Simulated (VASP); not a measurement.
# Te2Mo (P2_1/m) in VASP: settings compared

The runs below take Te2Mo through single point, with LDA, PBE+D3(BJ), RPBE+D3(BJ), revPBE.

All numbers are computed with VASP 6.6.1; they aren't measurements. Logs are shortened: lines on timing, memory, paths and dates and some standing lists are left out, and cuts for length are marked.

### 1 The cell of the first run

It takes space group P2_1/m (No. 11, monoclinic). The conventional cell has a = 6.297 Å, b = 3.444 Å, c = 13.313 Å, α = 90.00°, β = 93.14°, γ = 90.00°. Within 3.7 Å of Te (site symmetry m) lie 3 Mo at 2.76 to 2.78 Å and 10 Te at 3.40 to 3.69 Å. Te (site symmetry m) has 3 Mo at 2.67 to 2.68 Å and 9 Te at 3.44 to 3.82 Å within 3.9 Å. Te (site symmetry m) has 3 Mo at 2.76 to 2.78 Å and 10 Te at 3.40 to 3.67 Å within 3.7 Å. Te (site symmetry m) has 3 Mo at 2.68 Å and 9 Te at 3.44 to 3.82 Å within 3.9 Å. Mo (site symmetry m) has 6 Te at 2.67 to 2.78 Å and 4 Mo at 2.86 to 3.44 Å within 3.5 Å. Mo (site symmetry m) has 6 Te at 2.68 to 2.78 Å and 4 Mo at 2.86 to 3.44 Å within 3.5 Å.

### 2 Single point, LDA

File INCAR:

```
SYSTEM = Te2Mo
PREC = Accurate
ENCUT = 520
EDIFF = 1E-6
ISMEAR = -1
SIGMA = 0.05
LREAL = .FALSE.
LASPH = .TRUE.
NELM = 60
ALGO = Normal
ISIF = 2
LWAVE = .FALSE.
LCHARG = .TRUE.
LELF = .TRUE.
LVHAR = .TRUE.
NBANDS = 64
```

File KPOINTS:

```
regular mesh
0
G
  4 8 2
  0 0 0
```

File POSCAR:

```
Te2Mo
1.0
    6.2972993055      0.0000000000      0.0494645760
    0.0000000000      3.4436725590      0.0000000000
   -0.8338502549      0.0000000000     13.2869982157
Te Mo
8 4
Direct
    0.9416696720      0.7500000000      0.6051041238
    0.0583303280      0.2500000000      0.3948958762
    0.9078085514      0.2500000000      0.8468038547
    0.0921914486      0.7500000000      0.1531961453
    0.4157224688      0.7500000000      0.8951854429
    0.5842775312      0.2500000000      0.1048145571
    0.4385066869      0.2500000000      0.6528238080
    0.5614933131      0.7500000000      0.3471761920
    0.8180945998      0.7500000000      0.9925627170
    0.1819054002      0.2500000000      0.0074372830
    0.6802374521      0.2500000000      0.4935659716
    0.3197625479      0.7500000000      0.5064340284
```

Potentials or basis: VASP PAW LDA potentials, release 64 (Te, Mo_sv).

On the command line:

```
$ cat potpaw_LDA.64/Te/POTCAR potpaw_LDA.64/Mo_sv/POTCAR > POTCAR
$ mpirun -np 1 vasp_std > vasp.out
```

OUTCAR:

```text
SYSTEM = Te2Mo
   PREC = Accurate
   ENCUT = 520
   EDIFF = 1E-6
   ISMEAR = -1
   LREAL = .FALSE.
   LASPH = .TRUE.
   NELM = 60
   ISIF = 2

 ion  position               nearest neighbor table
   1  0.942  0.750  0.605-  11 2.76  11 2.76  12 2.78   2 3.40   2 3.40   7 3.60   7 3.60   3 3.67
                             3 3.67
   2  0.058  0.250  0.395-  12 2.76  12 2.76  11 2.78   1 3.40   1 3.40   8 3.60   8 3.60   4 3.67
                             4 3.67
   3  0.908  0.250  0.847-  10 2.67   9 2.68   9 2.68   5 3.63   5 3.63   5 3.66   5 3.66   1 3.67
                             1 3.67
   4  0.092  0.750  0.153-   9 2.67  10 2.68  10 2.68   6 3.63   6 3.63   6 3.66   6 3.66   2 3.67
                             2 3.67
   5  0.416  0.750  0.895-  10 2.76  10 2.76   9 2.78   6 3.40   6 3.40   3 3.63   3 3.63   3 3.66
                             3 3.66   7 3.67   7 3.67
   6  0.584  0.250  0.105-   9 2.76   9 2.76  10 2.78   5 3.40   5 3.40   4 3.63   4 3.63   4 3.66
                             4 3.66   8 3.67   8 3.67
   7  0.439  0.250  0.653-  12 2.68  12 2.68  11 2.68   1 3.60   1 3.60   5 3.67   5 3.67
   8  0.561  0.750  0.347-  11 2.68  11 2.68  12 2.68   2 3.60   2 3.60   6 3.67   6 3.67
   9  0.818  0.750  0.993-   4 2.67   3 2.68   3 2.68   6 2.76   6 2.76   5 2.78  10 2.86  10 2.86

  10  0.182  0.250  0.007-   3 2.67   4 2.68   4 2.68   5 2.76   5 2.76   6 2.78   9 2.86   9 2.86

  11  0.680  0.250  0.494-   8 2.68   8 2.68   7 2.68   1 2.76   1 2.76   2 2.78  12 2.86  12 2.86

  12  0.320  0.750  0.506-   7 2.68   7 2.68   8 2.68   2 2.76   2 2.76   1 2.78  11 2.86  11 2.86

  LATTYP: Found a simple monoclinic cell.
 ALAT       =     6.2974935718
 B/A-ratio  =     0.5468322468
 C/A-ratio  =     2.1140374759
 COS(beta)  =    -0.0547924848

  Lattice vectors:

 A1 = (   6.2972993055,   0.0000000000,   0.0494645760)
 A2 = (   0.0000000000,   3.4436725590,   0.0000000000)
 A3 = (  -0.8338502549,   0.0000000000,  13.2869982157)

Analysis of symmetry for initial positions (statically):
=====================================================================
 Subroutine PRICEL returns:
 Original cell was already a primitive cell.

 Routine SETGRP: Setting up the symmetry group for a
 simple monoclinic supercell.

 Subroutine GETGRP returns: Found  4 space group operations
 (whereof  2 operations were pure point group operations)
 out of a pool of  4 trial point group operations.

The static configuration has the point symmetry S_2 .
 The point group associated with its full space group is C_2h.

Analysis of symmetry for dynamics (positions and initial velocities):
=====================================================================
 Subroutine PRICEL returns:
 Original cell was already a primitive cell.

 Routine SETGRP: Setting up the symmetry group for a
 simple monoclinic supercell.

 Subroutine GETGRP returns: Found  4 space group operations
 (whereof  2 operations were pure point group operations)
 out of a pool of  4 trial point group operations.

The dynamic configuration has the point symmetry S_2 .
 The point group associated with its full space group is C_2h.

 Subroutine INISYM returns: Found  4 space group operations
 (whereof  2 operations are pure point group operations),
 and found     1 'primitive' translations

----------------------------------------------------------------------------------------

                                     Primitive cell

  volume of cell :     288.2817

  direct lattice vectors                    reciprocal lattice vectors
     6.297299306  0.000000000  0.049464576     0.158719992  0.000000000  0.009960768
     0.000000000  3.443672559  0.000000000     0.000000000  0.290387655  0.000000000
    -0.833850255  0.000000000 13.286998216    -0.000590880  0.000000000  0.075224462

  length of vectors
     6.297493572  3.443672559 13.313137415     0.159032238  0.290387655  0.075226783

  position of ions in fractional coordinates (direct lattice)
     0.941669672  0.750000000  0.605104124
     0.058330328  0.250000000  0.394895876
     0.907808551  0.250000000  0.846803855
     0.092191449  0.750000000  0.153196145
     0.415722469  0.750000000  0.895185443
     0.584277531  0.250000000  0.104814557
     0.438506687  0.250000000  0.652823808
     0.561493313  0.750000000  0.347176192
     0.818094600  0.750000000  0.992562717
     0.181905400  0.250000000  0.007437283
     0.680237452  0.250000000  0.493565972
     0.319762548  0.750000000  0.506434028

  ion indices of the primitive-cell ions
   primitive index   ion index
                 1           1
                 2           2
                 3           3
                 4           4
                 5           5
                 6           6
                 7           7
                 8           8
                 9           9
                10          10
                11          11
                12          12

----------------------------------------------------------------------------------------

 KPOINTS: regular mesh

Automatic generation of k-mesh.
 Grid dimensions read from file:
 generate k-points for:    4    8    2

 Generating k-lattice:

  Cartesian coordinates                     Fractional coordinates (reciprocal lattice)
     0.039679998  0.000000000  0.002490192     0.250000000  0.000000000  0.000000000
     0.000000000  0.036298457  0.000000000     0.000000000  0.125000000  0.000000000
    -0.000295440  0.000000000  0.037612231     0.000000000  0.000000000  0.500000000

  Length of vectors
     0.039758060  0.036298457  0.037613391

  Shift w.r.t. Gamma in fractional coordinates (k-lattice)
     0.000000000  0.000000000  0.000000000

 Subroutine IBZKPT returns following result:
 ===========================================

 Found     30 irreducible k-points:

 Following reciprocal coordinates:
            Coordinates               Weight
  0.000000  0.000000  0.000000      1.000000
  0.250000  0.000000  0.000000      2.000000
  0.500000  0.000000  0.000000      1.000000
  0.000000  0.125000  0.000000      2.000000
  0.250000  0.125000  0.000000      4.000000
  0.500000  0.125000  0.000000      2.000000
[... 16 lines left out ...]
  0.250000  0.250000  0.500000      4.000000
  0.500000  0.250000  0.500000      2.000000
 [... further k-points ...]
   k-points           NKPTS =     30   k-points in BZ     NKDIM =     30   number of bands    NBANDS=     64
   number of dos      NEDOS =    301   number of ions     NIONS =     12
   total plane-waves  NPLWV = 134400
   dimension x,y,z NGX =    48 NGY =   28 NGZ =  100
   dimension x,y,z NGXF=    96 NGYF=   56 NGZF=  200
   ions per type =               8   4
   NGX,Y,Z   is equivalent  to a cutoff of  12.67, 13.52, 12.49 a.u.
   NGXF,Y,Z  is equivalent  to a cutoff of  25.34, 27.03, 24.97 a.u.
 SYSTEM =  Te2Mo
   PREC   = accura    normal or accurate (medium, high low for compatibility)
   ISTART =      0    job   : 0-new  1-cont  2-samecut
   ICHARG =      2    charge: 1-file 2-atom 10-const
   ISPIN  =      1    spin polarized calculation?
   LNONCOLLINEAR =      F non collinear calculations
   LSORBIT =      F    spin-orbit coupling
   LASPH  =      T    aspherical Exc in radial PAW
   ENCUT  =  520.0 eV  38.22 Ry    6.18 a.u.  11.71  6.40 24.75*2*pi/ulx,y,z
   NELM   =     60;   NELMIN=  2; NELMDL= -5     # of ELM steps
   EDIFF  = 0.1E-05   stopping-criterion for ELM
   LREAL  =      F    real-space projection
   EDIFFG = 0.1E-04   stopping-criterion for IOM
   NSW    =      0    number of steps for IOM
   IBRION =     -1    ionic relax: 0-MD 1-quasi-New 2-CG
   NFREE  =      0    steps in history (QN), initial steepest desc. (CG)
   ISIF   =      2    stress and relaxation
   ISYM   =      2    0-nonsym 1-usesym 2-fastsym
   POTIM  = 0.5000    time-step for ionic-motion
   TEBEG  =    0.0;   TEEND  =   0.0 temperature during run
   PSTRESS=    0.0 pullay stress
   NELECT =     104.0000    total number of electrons
   NUPDOWN=      -1.0000    fix difference up-down
   EMIN   =  10.00;   EMAX   =-10.00  energy-range for DOS
   EFERMI =   0.00;   METHOD = LEGACY
   ISMEAR =    -1;   SIGMA  =   0.05  broadening in eV -4-tet -1-fermi 0-gaus
   EFERMI_NEDOS =   21; number of points for ismear=-14 and -15
   IALGO  =     38    algorithm
   IMIX   =      4    mixing-type and parameters
     AMIX     =   0.40;   BMIX     =  1.00
     AMIX_MAG =   1.60;   BMIX_MAG =  1.00
  volume/ion in A,a.u.               =      24.02       162.12
  Fermi-wavevector in a.u.,A,eV,Ry     =   1.165414  2.202313 18.479295  1.358190
  Thomas-Fermi vector in A             =   2.301940
   LORBIT       =      0    0 simple, 1 ext, 2 COOP (PROOUT), +10 PAW based schemes
   GGA     = CA    functional components
   LHFCALC =     F    Hartree Fock is set to
   AEXX    =    0.0000 exact exchange contribution
   IVDW    =     0    specifies the selected vdW correction
   LEPSILON=     F    determine dielectric tensor
   LRPA    =     F    only Hartree local field effects (RPA)
 non-spin polarized calculation
  energy-cutoff  :      520.00
  volume of cell :      288.28
 maximum number of plane-waves:      7813
 NGX is ok and might be reduce to    48
   NGX = 23   NGY = 13   NGZ = 49

 number of electron     103.9999989 magnetization

 Free energy of the ion-electron system (eV)
  ---------------------------------------------------
  ext. energy  EPLUGINS =         0.00000000
  ---------------------------------------------------
  free energy    TOTEN  =       -82.32888513 eV

  energy without entropy =      -82.29441517  energy(sigma->0) =      -82.31165015

 E-fermi :   8.8768     XC(G=0): -10.8445

 val. band max:        8.8423401729   @ k =   0.2500   0.0000   0.0000
 cond. band min:       8.8862274916   @ k =   0.0000   0.2500   0.5000
 fundamental gap:      0.0438873187
 Fermi energy:         8.8767708700

 k-point     1 :       0.0000    0.0000    0.0000
  band No.  band energies     occupation
      1     -51.8721      2.00000
      2     -51.8517      2.00000
      3     -51.8034      2.00000
      4     -51.7836      2.00000
      5     -26.3551      2.00000
      6     -26.3347      2.00000
[... 1597 lines left out ...]
     63      11.1644      0.00000
     64      11.3435      0.00000

 [... further k-points ...]
[... 5 lines left out ...]
  --------------------------------------------------------------------------------------
  -------------------------------------------------------------------------------------
  Total        0.5056237      0.4136788      0.3989822      0.0000000      0.0000000      0.0131787
  in kB        2.8100941      2.2990944      2.2174152      0.0000000      0.0000000      0.0732429
  external PRESSURE =       2.4422012 kB  Pullay stress =       0.0000000 kB

 VOLUME and BASIS-vectors are now :
 -----------------------------------------------------------------------------
  energy-cutoff  :      520.00
  volume of cell :      288.28
      direct lattice vectors                 reciprocal lattice vectors
     6.297299306  0.000000000  0.049464576     0.158719992  0.000000000  0.009960768
     0.000000000  3.443672559  0.000000000     0.000000000  0.290387655  0.000000000
    -0.833850255  0.000000000 13.286998216    -0.000590880  0.000000000  0.075224462

 POSITION                                       TOTAL-FORCE (eV/Angst)
 -----------------------------------------------------------------------------------
      5.42541      2.58275      8.08660         0.002004     -0.000000      0.029001
      0.03804      0.86092      5.24987        -0.002004     -0.000000     -0.029001
      5.01063      0.86092     11.29639         0.003575     -0.000000     -0.055203
      0.45281      2.58275      2.04008        -0.003575     -0.000000      0.055203
      1.87148      2.58275     11.91489         0.003203      0.000000     -0.029120
      3.59197      0.86092      1.42157        -0.003203     -0.000000      0.029120
      2.21705      0.86092      8.69576         0.003241     -0.000000      0.053504
      3.24640      2.58275      4.64070        -0.003241     -0.000000     -0.053504
      4.32414      2.58275     13.22865        -0.032875     -0.000000      0.007491
      1.13931      0.86092      0.10782         0.032875     -0.000000     -0.007491
      3.87210      0.86092      6.59166         0.032450     -0.000000      0.013713
      1.59135      2.58275      6.74480        -0.032450     -0.000000     -0.013713
 -----------------------------------------------------------------------------------
    total drift:                                0.000000     -0.000000      0.000000

  FREE ENERGIE OF THE ION-ELECTRON SYSTEM (eV)
  ---------------------------------------------------
  free  energy   TOTEN  =       -82.3288851261 eV

  energy  without entropy=      -82.2944151733  energy(sigma->0) =      -82.31165015
```

Run time: 12 min. Hardware: 1 thread of Intel Xeon Platinum 8259CL at 2.50GHz (Skylake/Cascade Lake), shared host; peak memory 0.55 GiB.

What came out:

```yaml
Free_energy: -82.3289 eV
Pressure: 0.2 GPa
Largest_force: 0.055 eV/Å
Band_gap_on_the_k_mesh: zero (bands 52 and 53 overlap by 0.51 eV)
```

Forces in eV/Å, atoms in the order of the input:
```
Te   0.002  0.000  0.029
Te  -0.002  0.000 -0.029
Te   0.004  0.000 -0.055
Te  -0.004  0.000  0.055
Te   0.003  0.000 -0.029
Te  -0.003  0.000  0.029
Te   0.003  0.000  0.054
Te  -0.003  0.000 -0.054
Mo  -0.033  0.000  0.007
Mo   0.033  0.000 -0.007
Mo   0.032  0.000  0.014
Mo  -0.032  0.000 -0.014
```

Levels at points of the mesh, in eV from the Fermi level:
```csv
k point,band 48,band 49,band 50,band 51,band 52,band 53,band 54,band 55,band 56,band 57
"(0.00, 0.00, 0.00)",-0.49,-0.42,-0.24,0.07,0.34,0.37,0.68,0.79,0.93,0.98
"(0.50, 0.00, 0.00)",-1.06,-0.99,-0.97,-0.51,-0.45,-0.17,-0.14,0.82,0.83,1.45
"(0.00, 0.50, 0.00)",-1.88,-1.71,-1.71,-1.43,-1.43,0.95,0.95,1.13,1.13,1.17
"(0.50, 0.50, 0.00)",-1.98,-1.15,-1.15,-1.07,-1.07,0.95,0.95,1.02,1.02,1.74
"(0.00, 0.00, 0.50)",-0.74,-0.12,-0.12,0.13,0.20,0.40,0.50,0.84,0.89,1.46
"(0.50, 0.00, 0.50)",-1.05,-0.99,-0.97,-0.58,-0.32,-0.08,-0.06,0.77,0.87,1.31
"(0.00, 0.50, 0.50)",-1.86,-1.66,-1.66,-1.58,-1.58,0.92,0.92,1.12,1.12,1.21
"(0.50, 0.50, 0.50)",-1.97,-1.14,-1.14,-1.06,-1.06,0.97,0.97,0.98,0.98,1.64
```

Caveat: spin-orbit coupling is left out, which moves the levels of the heavy elements.

### 3 Single point, PBE+D3(BJ)

This run uses another cell than the first one, of 25.81 Å³/atom.

File INCAR:

```
SYSTEM = Te2Mo
ALGO = Normal
EDIFF = 1E-6
ENCUT = 520
GGA = PE
ISIF = 2
ISMEAR = -1
IVDW = 12
LASPH = .True.
LCHARG = .False.
LREAL = .False.
LWAVE = .False.
NBANDS = 64
NELM = 80
PREC = Accurate
SIGMA = 0.05
```

File KPOINTS:

```
k-points
0
Gamma
  4 8 2
  0 0 0
```

File POSCAR:

```
Te2Mo
1.0
    6.3719217515      0.0000000000      0.0000000000
    0.0000000000      3.4919741795      0.0000000000
   -0.9530650552      0.0000000000     13.9192001300
Te Mo
8 4
Direct
    0.9437000000      0.7500000000      0.6045000000
    0.0563000000      0.2500000000      0.3955000000
    0.9030000000      0.2500000000      0.8514000000
    0.0970000000      0.7500000000      0.1486000000
    0.4112000000      0.7500000000      0.8955000000
    0.5888000000      0.2500000000      0.1045000000
    0.4432000000      0.2500000000      0.6484000000
    0.5568000000      0.7500000000      0.3516000000
    0.8167000000      0.7500000000      0.9926000000
    0.1833000000      0.2500000000      0.0074000000
    0.6819000000      0.2500000000      0.4934000000
    0.3181000000      0.7500000000      0.5066000000
```

Potentials or basis: VASP PAW PBE potentials, release 64 (Te, Mo_sv).

On the command line:

```
$ cat potpaw_PBE.64/Te/POTCAR potpaw_PBE.64/Mo_sv/POTCAR > POTCAR
$ mpirun -np 1 vasp_std > vasp.out
```

Wall time 6.8 min (1 thread of AMD EPYC 9R45 (Zen 5), shared host); peak memory 0.61 GiB.

The run converged. Its results:

- Free energy: -78.0924 eV
- Pressure: -2.7 GPa
- Largest force: 0.221 eV/Å
- Band gap on the k mesh: zero (bands 52 and 53 overlap by 0.16 eV)
- Dispersion energy per atom: -0.519 eV

Forces in eV/Å, atoms in the order of the input:
```
Te   0.048  0.000 -0.088
Te  -0.048  0.000  0.088
Te  -0.005  0.000  0.137
Te   0.005  0.000 -0.137
Te   0.035  0.000  0.125
Te  -0.035  0.000 -0.125
Te  -0.010  0.000 -0.175
Te   0.010  0.000  0.175
Mo   0.138  0.000  0.005
Mo  -0.138  0.000 -0.005
Mo  -0.221  0.000  0.009
Mo   0.221  0.000 -0.009
```

Stress tensor (GPa, compression positive):
```
-2.52  0.00  0.08
 0.00 -2.71  0.00
 0.08  0.00 -2.83
```

Levels at points of the mesh, in eV from the Fermi level:
```csv
k point,band 48,band 49,band 50,band 51,band 52,band 53,band 54,band 55,band 56,band 57
"(0.00, 0.00, 0.00)",-0.49,-0.42,-0.12,0.08,0.10,0.44,0.67,0.87,0.97,1.11
"(0.50, 0.00, 0.00)",-0.86,-0.84,-0.81,-0.65,-0.56,-0.06,0.00,0.86,0.87,1.42
"(0.00, 0.50, 0.00)",-1.68,-1.48,-1.48,-1.43,-1.43,1.02,1.02,1.14,1.14,1.21
"(0.50, 0.50, 0.00)",-1.77,-1.04,-1.04,-0.95,-0.95,0.99,0.99,1.05,1.05,1.71
"(0.00, 0.00, 0.50)",-0.63,-0.07,-0.04,-0.02,-0.02,0.45,0.56,0.89,0.95,1.47
"(0.50, 0.00, 0.50)",-0.86,-0.84,-0.80,-0.63,-0.41,-0.02,0.04,0.82,0.90,1.33
"(0.00, 0.50, 0.50)",-1.72,-1.52,-1.52,-1.44,-1.44,1.01,1.01,1.13,1.13,1.24
"(0.50, 0.50, 0.50)",-1.77,-1.03,-1.03,-0.95,-0.95,1.00,1.00,1.02,1.02,1.62
```

Caveat: spin-orbit coupling is left out, which moves the levels of the heavy elements.

[end of part 1 of 2]
